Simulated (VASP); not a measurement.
The system is Fe3W.

```
Fe W
1.0
     3.63358    0.00000    0.00000
     0.00000    3.63358    0.00000
     0.00000    0.00000    3.63358
Fe W
3 1
Direct
  0.00000 0.50000 0.50000
  0.50000 0.00000 0.50000
  0.50000 0.50000 0.00000
  0.00000 0.00000 0.00000
```

| Item | Value |
| --- | --- |
| Program | VASP 6.6.1 |
| Task | relaxation of cell and atoms |
| Functional | BLYP |
| Dispersion | D3(BJ) |
| Potentials or basis | VASP PAW PBE potentials, release 64 (Fe, W_sv) |
| Cutoff | 600 eV |
| k mesh | 6 × 6 × 6 |
| Occupations | fermi-dirac, width 0.1 eV |
| Spin | collinear spin, ferromagnetic start |
| Starting moments | [3.5, 3.5, 3.5, 0.0] μB |

At the start: pressure -8.3 GPa; volume 11.99 Å³/atom.

Where does the relaxation end?

Over 4 steps the energy falls by 10.4 meV/atom and the volume is 11.61 Å³/atom (-3.2 %); space group Pm-3m (No. 221, to 0.1 Å) before and after; moment 1.69 μB per cell.

The path:
```csv
step,energy change (eV),largest force (eV/Å),pressure (GPa),volume (Å³)
1,0.0000,0.0000,-8.30,47.97
2,0.1057,0.0000,18.84,43.79
3,-0.0416,0.0000,-0.14,46.46
4,-0.0416,0.0000,-0.05,46.43
```

Final structure:
```xyz
4
Lattice="3.5943 0.0000 0.0000 0.0000 3.5943 0.0000 0.0000 0.0000 3.5943" Properties=species:S:1:pos:R:3 pbc="T T T"
Fe    0.0000    1.7971    1.7971
Fe    1.7971    0.0000    1.7971
Fe    1.7971    1.7971    0.0000
W     0.0000    0.0000    0.0000
```

Caveat: the dispersion term is far too large for a dense solid, which distorts pressure and volume; the PAW data sets were made with another functional, which shifts forces and pressure a little.
